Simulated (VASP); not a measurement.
# SnO2 (Pm) in VASP: single point with r2SCAN

Aim: the single point of SnO2 with r2SCAN.

Program: VASP 6.6.1. These are calculated values, not measurements. Logs are shortened: lines on timing, memory, paths and dates and some standing lists are left out, and cuts for length are marked.

## (1) The cell of the first run

It takes space group Pm (No. 6, monoclinic). The conventional cell has a = 4.760 Å, b = 3.201 Å, c = 9.553 Å, α = 90.00°, β = 94.76°, γ = 90.00°. Within 2.7 Å of Sn (site symmetry m) lie 6 O at 2.06 to 2.07 Å. Within 2.7 Å of Sn (site symmetry m) lie 6 O at 2.06 to 2.07 Å. Sn (site symmetry m) has 6 O at 2.06 to 2.07 Å within 2.7 Å. Sn (site symmetry m) has 5 O at 1.85 to 2.07 Å within 2.5 Å. Within 2.7 Å of O (site symmetry m) lie 3 Sn at 2.07 to 2.68 Å and 1 O at 2.61 Å. O (site symmetry m) has 3 Sn at 2.06 to 2.07 Å and 1 O at 2.61 Å within 2.7 Å. Within 2.5 Å of O (site symmetry m) lie 3 Sn at 1.85 to 2.06 Å and 1 O at 2.13 Å. Within 2.7 Å of O (site symmetry m) lie 3 Sn at 2.06 to 2.07 Å and 1 O at 2.61 Å.

## (2) Single point, r2SCAN (the part above a cut slid along it)

Contents of POSCAR:

```
SnO2
1.0
    0.0000000000      0.0000000000     -3.2007107590
   -4.7598182097      0.0000000000      0.0000000000
   -3.9663565141      9.5201150501      0.0000000000
Sn O
4 8
Direct
    0.5000000000      0.3320900500      0.2015000000
    0.5000000000     -0.0845599500      0.7015000000
    1.0000000000     -0.3762349500      0.4515000000
    1.0000000000     -0.7928849500      0.9515000000
    0.0000000000      0.6070751932      0.1044791092
    0.0000000000      0.1904251932      0.6044791092
    0.5000000000      0.1537051766      0.0485208908
    0.5000000000     -0.2629448234      0.5485208908
    0.5000000000      0.5104749234      0.3544791092
    0.5000000000      0.0938249234      0.8544791092
    1.0000000000      0.0571049068      0.2985208908
    1.0000000000     -0.3595450932      0.7985208908
```

Contents of INCAR.step1:

```
ALGO = Normal ; EDIFF = 1E-4
ENCUT = 520 ; GGA = PE
ISMEAR = 0 ; LASPH = True
LCHARG = False ; LREAL = False
LWAVE = True ; NBANDS = 64
NELM = 60 ; PREC = Accurate
SIGMA = 0.05
```

Contents of INCAR.step2:

```
ALGO = Normal ; EDIFF = 1E-6
ENCUT = 520 ; ISIF = 2
ISMEAR = 0 ; ISTART = 1
LASPH = True ; LCHARG = True
LELF = True ; LMIXTAU = True
LREAL = False ; LVHAR = True
LWAVE = False ; METAGGA = R2SCAN
NBANDS = 64 ; NELM = 60
PREC = Accurate ; SIGMA = 0.05
```

Contents of KPOINTS:

```
k-points
0
Gamma
  8 6 3
```

Potentials or basis: VASP PAW PBE potentials, release 64 (Sn_d, O).

Launch:

```
> cat potpaw_PBE.64/Sn_d/POTCAR potpaw_PBE.64/O/POTCAR > POTCAR
> cp INCAR.step1 INCAR
> mpirun -np 1 vasp_std > vasp.out
> cp INCAR.step2 INCAR
> mpirun -np 1 vasp_std > vasp.out
```

OUTCAR:

```text
EDIFF = 1E-6
   ENCUT = 520
   ISIF = 2
   ISMEAR = 0
   ISTART = 1
   LASPH = True
   LREAL = False
   METAGGA = R2SCAN
   NELM = 60
   PREC = Accurate

 ion  position               nearest neighbor table
   1  0.500  0.332  0.202-   9 2.06   7 2.06  11 2.07  11 2.07   5 2.07   5 2.07   4 3.28   4 3.28
                             3 3.73   3 3.73   3 3.73   3 3.73
   2  0.500  0.915  0.702-  10 2.06   8 2.06  12 2.07  12 2.07   6 2.07   6 2.07   3 3.73   4 3.73
                             3 3.73   4 3.73   4 3.73   3 3.73   3 3.73   4 3.73
   3  0.000  0.624  0.452-   6 2.06  11 2.06   8 2.07   8 2.07   9 2.07   9 2.07   2 3.73   2 3.73
                             1 3.73   1 3.73   1 3.73   1 3.73   2 3.73   2 3.73
   4  0.000  0.207  0.952-   7 1.85   7 1.85  12 2.06  10 2.07  10 2.07   5 2.68   1 3.28   1 3.28
                             2 3.73   2 3.73   2 3.73   2 3.73
   5  0.000  0.607  0.104-   1 2.07   1 2.07   4 2.68
   6  0.000  0.190  0.604-   3 2.06   2 2.07   2 2.07
   7  0.500  0.154  0.049-   4 1.85   4 1.85   1 2.06
   8  0.500  0.737  0.549-   2 2.06   3 2.07   3 2.07
   9  0.500  0.510  0.354-   1 2.06   3 2.07   3 2.07
  10  0.500  0.094  0.854-   2 2.06   4 2.07   4 2.07
  11  0.000  0.057  0.299-   3 2.06   1 2.07   1 2.07
  12  0.000  0.640  0.799-   4 2.06   2 2.07   2 2.07

  LATTYP: Found a simple monoclinic cell.
 ALAT       =     4.7598182097
 B/A-ratio  =     0.6724439081
 C/A-ratio  =     2.0070354073
 COS(beta)  =    -0.0830578272

  Lattice vectors:

 A1 = (  -4.7598182097,   0.0000000000,   0.0000000000)
 A2 = (   0.0000000000,   0.0000000000,   3.2007107590)
 A3 = (   0.7934616956,   9.5201150501,   0.0000000000)

Analysis of symmetry for initial positions (statically):
=====================================================================
 Subroutine PRICEL returns:
 Original cell was already a primitive cell.

 Routine SETGRP: Setting up the symmetry group for a
 simple monoclinic supercell.

 Subroutine GETGRP returns: Found  2 space group operations
 (whereof  2 operations were pure point group operations)
 out of a pool of  4 trial point group operations.

The static configuration has the point symmetry C_1h.

Analysis of symmetry for dynamics (positions and initial velocities):
=====================================================================
 Subroutine PRICEL returns:
 Original cell was already a primitive cell.

 Routine SETGRP: Setting up the symmetry group for a
 simple monoclinic supercell.

 Subroutine GETGRP returns: Found  2 space group operations
 (whereof  2 operations were pure point group operations)
 out of a pool of  4 trial point group operations.

The dynamic configuration has the point symmetry C_1h.

 Subroutine INISYM returns: Found  2 space group operations
 (whereof  2 operations are pure point group operations),
 and found     1 'primitive' translations

----------------------------------------------------------------------------------------

                                     Primitive cell

  volume of cell :     145.0371

  direct lattice vectors                    reciprocal lattice vectors
     0.000000000  0.000000000 -3.200710759     0.000000000  0.000000000 -0.312430605
    -4.759818210  0.000000000  0.000000000    -0.210092057 -0.087530455  0.000000000
    -3.966356514  9.520115050  0.000000000     0.000000000  0.105040747  0.000000000

  length of vectors
     3.200710759  4.759818210 10.313320249     0.312430605  0.227596689  0.105040747

  position of ions in fractional coordinates (direct lattice)
     0.500000000  0.332090050  0.201500000
     0.500000000  0.915440050  0.701500000
     0.000000000  0.623765050  0.451500000
     0.000000000  0.207115050  0.951500000
     0.000000000  0.607075193  0.104479109
     0.000000000  0.190425193  0.604479109
     0.500000000  0.153705177  0.048520891
     0.500000000  0.737055177  0.548520891
     0.500000000  0.510474923  0.354479109
     0.500000000  0.093824923  0.854479109
     0.000000000  0.057104907  0.298520891
     0.000000000  0.640454907  0.798520891

  ion indices of the primitive-cell ions
   primitive index   ion index
                 1           1
                 2           2
                 3           3
                 4           4
                 5           5
                 6           6
                 7           7
                 8           8
                 9           9
                10          10
                11          11
                12          12

----------------------------------------------------------------------------------------

 KPOINTS: k-points

Automatic generation of k-mesh.
 Grid dimensions read from file:
 generate k-points for:    8    6    3

 Generating k-lattice:

  Cartesian coordinates                     Fractional coordinates (reciprocal lattice)
     0.000000000  0.000000000 -0.039053826     0.125000000  0.000000000  0.000000000
    -0.035015343 -0.014588409  0.000000000     0.000000000  0.166666667  0.000000000
     0.000000000  0.035013582  0.000000000     0.000000000  0.000000000  0.333333333

  Length of vectors
     0.039053826  0.037932782  0.035013582

  Shift w.r.t. Gamma in fractional coordinates (k-lattice)
     0.000000000  0.000000000  0.000000000

 Subroutine IBZKPT returns following result:
 ===========================================

 Found     50 irreducible k-points:

 Following reciprocal coordinates:
            Coordinates               Weight
  0.000000  0.000000  0.000000      1.000000
  0.125000  0.000000  0.000000      2.000000
  0.250000  0.000000  0.000000      2.000000
  0.375000  0.000000  0.000000      2.000000
  0.500000  0.000000  0.000000      1.000000
  0.000000  0.166667  0.000000      2.000000
[... 16 lines left out ...]
  0.250000  0.000000  0.333333      4.000000
  0.375000  0.000000  0.333333      4.000000
 [... further k-points ...]
   k-points           NKPTS =     50   k-points in BZ     NKDIM =     50   number of bands    NBANDS=     64
   number of dos      NEDOS =    301   number of ions     NIONS =     12
   total plane-waves  NPLWV =  69120
   dimension x,y,z NGX =    24 NGY =   36 NGZ =   80
   dimension x,y,z NGXF=    48 NGYF=   72 NGZF=  160
   ions per type =               4   8
   NGX,Y,Z   is equivalent  to a cutoff of  12.47, 12.57, 12.90 a.u.
   NGXF,Y,Z  is equivalent  to a cutoff of  24.93, 25.15, 25.79 a.u.
 SYSTEM =  unknown system
   PREC   = accura    normal or accurate (medium, high low for compatibility)
   ISTART =      1    job   : 0-new  1-cont  2-samecut
   ICHARG =      0    charge: 1-file 2-atom 10-const
   ISPIN  =      1    spin polarized calculation?
   LNONCOLLINEAR =      F non collinear calculations
   LSORBIT =      F    spin-orbit coupling
   LASPH  =      T    aspherical Exc in radial PAW
   ENCUT  =  520.0 eV  38.22 Ry    6.18 a.u.   5.95  8.85 19.18*2*pi/ulx,y,z
   NELM   =     60;   NELMIN=  2; NELMDL=  0     # of ELM steps
   EDIFF  = 0.1E-05   stopping-criterion for ELM
   LREAL  =      F    real-space projection
   EDIFFG = 0.1E-04   stopping-criterion for IOM
   NSW    =      0    number of steps for IOM
[... 5 lines left out ...]
   TEBEG  =    0.0;   TEEND  =   0.0 temperature during run
   PSTRESS=    0.0 pullay stress
   NELECT =     104.0000    total number of electrons
   NUPDOWN=      -1.0000    fix difference up-down
   EMIN   =  10.00;   EMAX   =-10.00  energy-range for DOS
   EFERMI =   0.00;   METHOD = LEGACY
   ISMEAR =     0;   SIGMA  =   0.05  broadening in eV -4-tet -1-fermi 0-gaus
   EFERMI_NEDOS =   21; number of points for ismear=-14 and -15
   IALGO  =     38    algorithm
   IMIX   =      4    mixing-type and parameters
     AMIX     =   0.40;   BMIX     =  1.00
     AMIX_MAG =   1.60;   BMIX_MAG =  1.00
  volume/ion in A,a.u.               =      12.09        81.56
  Fermi-wavevector in a.u.,A,eV,Ry     =   1.465299  2.769014 29.213088  2.147101
  Thomas-Fermi vector in A             =   2.581173
   LORBIT       =      0    0 simple, 1 ext, 2 COOP (PROOUT), +10 PAW based schemes
   METAGGA = R2SCAN    functional components
   LHFCALC =     F    Hartree Fock is set to
   AEXX    =    0.0000 exact exchange contribution
   IVDW    =     0    specifies the selected vdW correction
   LEPSILON=     F    determine dielectric tensor
   LRPA    =     F    only Hartree local field effects (RPA)
 non-spin polarized calculation
 Gauss-broadening in eV      SIGMA  =   0.05
  energy-cutoff  :      520.00
  volume of cell :      145.04
 maximum number of plane-waves:      3944
 NGX is ok and might be reduce to    24
   NGX = 11   NGY = 17   NGZ = 39

 number of electron     103.9999983 magnetization

 Free energy of the ion-electron system (eV)
  ---------------------------------------------------
  ext. energy  EPLUGINS =         0.00000000
  ---------------------------------------------------
  free energy    TOTEN  =      -166.66869867 eV

  energy without entropy =     -166.66869867  energy(sigma->0) =     -166.66869867

 E-fermi :   5.9285     XC(G=0): -11.9467

 val. band max:        5.6262738246   @ k =   0.0000   0.0000   0.0000
 cond. band min:       7.3458156436   @ k =   0.0000   0.0000   0.0000
 fundamental gap:      1.7195418190
 Fermi energy:         5.9285048422

 k-point     1 :       0.0000    0.0000    0.0000
  band No.  band energies     occupation
      1     -17.5783      2.00000
      2     -15.9685      2.00000
      3     -15.7748      2.00000
      4     -15.7513      2.00000
      5     -15.5095      2.00000
      6     -15.4361      2.00000
[... 56 lines left out ...]
     63      17.3818      0.00000
     64      17.4226      0.00000

 k-point     2 :       0.1250    0.0000    0.0000
  band No.  band energies     occupation
      1     -17.4885      2.00000
      2     -16.0092      2.00000
      3     -15.8231      2.00000
      4     -15.6892      2.00000
      5     -15.4900      2.00000
      6     -15.4250      2.00000
[... 56 lines left out ...]
     63      16.9405      0.00000
     64      17.7490      0.00000

 k-point     3 :       0.2500    0.0000    0.0000
  band No.  band energies     occupation
      1     -17.3296      2.00000
      2     -16.1283      2.00000
      3     -15.7406      2.00000
      4     -15.6750      2.00000
      5     -15.5375      2.00000
      6     -15.4426      2.00000
[... 1396 lines left out ...]
     63      16.1935      0.00000
     64      17.4224      0.00000

 k-point    24 :       0.3750    0.0000    0.3333
  band No.  band energies     occupation
      1     -17.3022      2.00000
      2     -16.0603      2.00000
      3     -15.8619      2.00000
      4     -15.7281      2.00000
      5     -15.6280      2.00000
      6     -15.5055      2.00000
[... 56 lines left out ...]
     63      16.9578      0.00000
     64      17.2435      0.00000

 [... further k-points ...]

------------------------ aborting loop because EDIFF is reached ----------------------------------------

  FORCE on cell =-STRESS in cart. coord.  units (eV):
  Direction    XX          YY          ZZ          XY          YZ          ZX
  --------------------------------------------------------------------------------------
  -------------------------------------------------------------------------------------
  Total        0.4784083     11.6654812     10.4720040     -7.0154979      0.0000000      0.0000000
  in kB        5.2848210    128.8647834    115.6808286    -77.4979276      0.0000000      0.0000000
  external PRESSURE =      83.2768110 kB  Pullay stress =       0.0000000 kB

 VOLUME and BASIS-vectors are now :
 -----------------------------------------------------------------------------
  energy-cutoff  :      520.00
  volume of cell :      145.04
      direct lattice vectors                 reciprocal lattice vectors
     0.000000000  0.000000000 -3.200710759     0.000000000  0.000000000 -0.312430605
    -4.759818210  0.000000000  0.000000000    -0.210092057 -0.087530455  0.000000000
    -3.966356514  9.520115050  0.000000000     0.000000000  0.105040747  0.000000000

 POSITION                                       TOTAL-FORCE (eV/Angst)
 -----------------------------------------------------------------------------------
     -2.37991      1.91830     -1.60036        -2.121962      1.215668      0.000000
     -7.13973      6.67836     -1.60036        -0.574226     -0.338013      0.000000
     -4.75982      4.29833      0.00000         0.193569     -0.154485      0.000000
     -4.75982      9.05839      0.00000         2.323958     -4.932866      0.000000
     -3.30397      0.99465      0.00000         0.489317     -0.724396      0.000000
     -3.30397      5.75471      0.00000         0.086085     -0.001530      0.000000
     -0.92406      0.46192     -1.60036        -2.942597      6.581706      0.000000
     -5.68388      5.22198     -1.60036        -0.128750      0.196488      0.000000
     -3.83576      3.37468     -1.60036        -0.123184      0.208690      0.000000
     -3.83576      8.13474     -1.60036         1.872199     -2.843217      0.000000
     -1.45585      2.84195      0.00000         0.422403      0.052158      0.000000
     -6.21567      7.60201      0.00000         0.503188      0.739797      0.000000
 -----------------------------------------------------------------------------------
    total drift:                                0.001019     -0.012507     -0.000000

  FREE ENERGIE OF THE ION-ELECTRON SYSTEM (eV)
  ---------------------------------------------------
  free  energy   TOTEN  =      -166.6686986697 eV

  energy  without entropy=     -166.6686986697  energy(sigma->0) =     -166.66869867
```

Wall time 50 min (1 thread of Oxide Virtual Turin-like, shared host); peak memory 0.44 GiB.

What came out:

- Free energy: -166.6687 eV
- Pressure: 8.3 GPa
- Largest force: 7.210 eV/Å
- Band gap on the k mesh: 1.72 eV

Forces in eV/Å, atoms in the order of the input:
```
Sn  -2.122  1.216  0.000
Sn  -0.574 -0.338  0.000
Sn   0.194 -0.154  0.000
Sn   2.324 -4.933  0.000
O    0.489 -0.724  0.000
O    0.086 -0.002  0.000
O   -2.943  6.582  0.000
O   -0.129  0.196  0.000
O   -0.123  0.209  0.000
O    1.872 -2.843  0.000
O    0.422  0.052  0.000
O    0.503  0.740  0.000
```

Stress tensor (GPa, compression positive):
```
 0.53 -7.75  0.00
-7.75 12.89  0.00
 0.00  0.00 11.57
```

Caveat: the cell differs from its parent crystal (the part above a cut slid along it); the stress differs along the axes, from 1 to 13 GPa; the PAW data sets were made with another functional, which shifts forces and pressure a little; spin-orbit coupling is left out, which moves the levels of the heavy elements.
